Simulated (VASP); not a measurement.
# Sb2Mo (MoS2 1H type) (P-6m2) in VASP: notebook, part 2 of 2

VASP 6.6.1.

## Step 3: Electric field gradients, r2SCAN

The input, POSCAR:

```
Sb2Mo
1.0
    3.7161767096      0.0000000000      0.0000000000
   -1.8580883548      3.2183034355      0.0000000000
    0.0000000000      0.0000000000      6.1443681699
Mo Sb
1 2
Direct
    0.0000000000      0.0000000000      0.0000000000
    0.3333333333      0.6666666667      0.2689865324
    0.3333333333      0.6666666667      0.7310134676
```

The input, INCAR.step1:

```
SYSTEM = Sb2Mo
PREC = Accurate
ENCUT = 520
ISMEAR = -1
SIGMA = 0.05
LREAL = .FALSE.
LASPH = .TRUE.
NELM = 100
NBANDS = 19
GGA = PE
ALGO = Normal
EDIFF = 1E-4
LWAVE = .TRUE.
LCHARG = .FALSE.
```

The input, INCAR.step2:

```
SYSTEM = Sb2Mo
PREC = Accurate
ENCUT = 520
EDIFF = 1E-8
ISMEAR = -1
SIGMA = 0.05
LREAL = .FALSE.
LASPH = .TRUE.
NELM = 100
ALGO = Normal
ISIF = 2
LWAVE = .FALSE.
LCHARG = .FALSE.
METAGGA = R2SCAN
LMIXTAU = .TRUE.
LEFG = .TRUE.
NBANDS = 19
ISTART = 1
```

The input, KPOINTS:

```
regular mesh
0
G
  13 13 6
  0 0 0
```

Potentials or basis: VASP PAW PBE potentials, release 64 (Mo_sv, Sb).

Run with:

```
cat potpaw_PBE.64/Mo_sv/POTCAR potpaw_PBE.64/Sb/POTCAR > POTCAR
cp INCAR.step1 INCAR
mpirun -np 1 vasp_std > vasp.out
cp INCAR.step2 INCAR
mpirun -np 1 vasp_std > vasp.out
```

OUTCAR:

```text
SYSTEM = Sb2Mo
   PREC = Accurate
   ENCUT = 520
   EDIFF = 1E-8
   ISMEAR = -1
   LREAL = .FALSE.
   LASPH = .TRUE.
   NELM = 100
   ISIF = 2
   METAGGA = R2SCAN
   ISTART = 1

 ion  position               nearest neighbor table
   1  0.000  0.000  0.000-   2 2.71   3 2.71   2 2.71   3 2.71   2 2.71   3 2.71
   2  0.333  0.667  0.269-   1 2.71   1 2.71   1 2.71   3 2.84   3 3.31
   3  0.333  0.667  0.731-   1 2.71   1 2.71   1 2.71   2 2.84   2 3.31

  LATTYP: Found a hexagonal cell.
 ALAT       =     3.7161767096
 C/A-ratio  =     1.6534111938

  Lattice vectors:

 A1 = (   3.7161767096,   0.0000000000,   0.0000000000)
 A2 = (  -1.8580883548,   3.2183034355,   0.0000000000)
 A3 = (   0.0000000000,   0.0000000000,   6.1443681699)

Analysis of symmetry for initial positions (statically):
=====================================================================
 Subroutine PRICEL returns:
 Original cell was already a primitive cell.

 Routine SETGRP: Setting up the symmetry group for a
 hexagonal supercell.

 Subroutine GETGRP returns: Found 12 space group operations
 (whereof 12 operations were pure point group operations)
 out of a pool of 24 trial point group operations.

The static configuration has the point symmetry D_3h.

Analysis of symmetry for dynamics (positions and initial velocities):
=====================================================================
 Subroutine PRICEL returns:
 Original cell was already a primitive cell.

 Routine SETGRP: Setting up the symmetry group for a
 hexagonal supercell.
[... 167 lines left out ...]
      4     -27.7878      2.00000
      5      -4.1232      2.00000
      6      -0.7724      2.00000
[... 505 lines left out ...]
      6      -1.0984      2.00000
[... 11 lines left out ...]
     18      15.1270      0.00000
     19      16.1835      0.00000

 [... further k-points ...]

------------------------ aborting loop because EDIFF is reached ----------------------------------------

  FORCE on cell =-STRESS in cart. coord.  units (eV):
  Direction    XX          YY          ZZ          XY          YZ          ZX
  --------------------------------------------------------------------------------------
  -------------------------------------------------------------------------------------
  Total       -0.0010169     -0.0010169      0.1041110      0.0000000      0.0000000     -0.0000000
  in kB       -0.0221708     -0.0221708      2.2698998      0.0000000      0.0000000     -0.0000000
  external PRESSURE =       0.7418527 kB  Pullay stress =       0.0000000 kB

 VOLUME and BASIS-vectors are now :
 -----------------------------------------------------------------------------
  energy-cutoff  :      520.00
  volume of cell :       73.49
      direct lattice vectors                 reciprocal lattice vectors
     3.716176710  0.000000000  0.000000000     0.269093770  0.155361360  0.000000000
    -1.858088355  3.218303436  0.000000000     0.000000000  0.310722721  0.000000000
     0.000000000  0.000000000  6.144368170     0.000000000  0.000000000  0.162750664

 POSITION                                       TOTAL-FORCE (eV/Angst)
 -----------------------------------------------------------------------------------
      0.00000      0.00000      0.00000        -0.000000      0.000000      0.000000
     -0.00000      2.14554      1.65275        -0.000000      0.000000     -0.035745
     -0.00000      2.14554      4.49162         0.000000     -0.000000      0.035745
 -----------------------------------------------------------------------------------
    total drift:                               -0.000000      0.000000      0.000000

  FREE ENERGIE OF THE ION-ELECTRON SYSTEM (eV)
  ---------------------------------------------------
  free  energy   TOTEN  =       -77.0445228343 eV

  energy  without entropy=      -77.0409485262  energy(sigma->0) =      -77.04273568

 Electric field gradients (V/A^2)
---------------------------------------------------------------------
 ion       V_xx      V_yy      V_zz      V_xy      V_xz      V_yz
---------------------------------------------------------------------
   1      36.959    36.958   -73.917    -0.001    -0.000    -0.000
   2     -73.327   -73.327   146.654    -0.000     0.000    -0.000
   3     -73.327   -73.327   146.654    -0.000    -0.000     0.000
---------------------------------------------------------------------

 Electric field gradients after diagonalization (V/A^2)
 (convention: |V_zz| > |V_xx| > |V_yy|)
----------------------------------------------------------------------
 ion       V_xx      V_yy      V_zz     asymmetry (V_yy - V_xx)/ V_zz
----------------------------------------------------------------------
   1      36.959    36.958   -73.917       0.000
   2     -73.327   -73.327   146.654       0.000
   3     -73.327   -73.327   146.654       0.000
----------------------------------------------------------------------

           NMR quadrupolar parameters

 Cq : quadrupolar parameter    Cq=e*Q*V_zz/h
 eta: asymmetry parameters     (V_yy - V_xx)/ V_zz
 Q  : nuclear electric quadrupole moment in mb (millibarn)
----------------------------------------------------------------------
 ion       Cq(MHz)       eta       Q (mb)
----------------------------------------------------------------------
   1      -0.179       0.000       1.000
   2       0.355       0.000       1.000
   3       0.355       0.000       1.000
----------------------------------------------------------------------
```

OUTCAR.step1:

```text
SYSTEM = Sb2Mo
   PREC = Accurate
   ENCUT = 520
   ISMEAR = -1
   LREAL = .FALSE.
   LASPH = .TRUE.
[... 753 lines left out ...]
      0.00000      0.00000      0.00000         0.000000      0.000000      0.000000
     -0.00000      2.14554      1.65275        -0.000000      0.000000      0.102710
     -0.00000      2.14554      4.49162        -0.000000     -0.000000     -0.102710
 -----------------------------------------------------------------------------------
    total drift:                               -0.000000      0.000000      0.000000

  FREE ENERGIE OF THE ION-ELECTRON SYSTEM (eV)
  ---------------------------------------------------
  free  energy   TOTEN  =       -18.7084409530 eV

  energy  without entropy=      -18.7039401176  energy(sigma->0) =      -18.70619054
```

Wall time 3.5 min (1 thread of Intel Xeon 6975P-C (Granite Rapids), shared host); peak memory 0.28 GiB.

What came out:

| Quantity | Value |
| --- | --- |
| Free energy | -77.0445 eV |
| Pressure | 0.1 GPa |
| Largest force | 0.036 eV/Å |
| Band gap on the k mesh | 0.07 eV (least direct gap 0.12 eV) |
| Largest electric field gradient by atom | Mo -73.9; Sb +146.7 V/Å² |

Forces in eV/Å, atoms in the order of the input:
```
Mo   0.000  0.000  0.000
Sb   0.000  0.000 -0.036
Sb   0.000  0.000  0.036
```

Levels at points of the mesh, in eV from the valence-band top:
| k point | band 8 | band 9 | band 10 | band 11 | band 12 | band 13 | band 14 | band 15 | band 16 | band 17 |
| --- | --- | --- | --- | --- | --- | --- | --- | --- | --- | --- |
| (0.00, 0.00, 0.00) | -2.10 | -2.10 | -0.92 | -0.92 | -0.35 | 3.48 | 3.48 | 4.42 | 4.69 | 4.69 |
| (0.00, 0.00, 0.50) | -1.96 | -1.96 | -1.95 | -1.09 | -1.09 | 2.49 | 3.14 | 3.14 | 5.11 | 5.11 |

Electric field gradients, principal values (V/Å²):
| atom | least | middle | greatest (by size) |
| --- | --- | --- | --- |
| 1 Mo | 36.958 | 36.959 | -73.917 |
| 2 Sb | -73.327 | -73.327 | 146.654 |
| 3 Sb | -73.327 | -73.327 | 146.654 |

Caveat: semilocal functionals underestimate gaps, and a narrow one can read as zero; without QUAD_EFG the Cq values of the log hold for a quadrupole moment of 1 mb, not for the nuclei; the PAW data sets were made with another functional, which shifts forces and pressure a little; spin-orbit coupling is left out, which moves the levels of the heavy elements. A k mesh can miss the band edges.
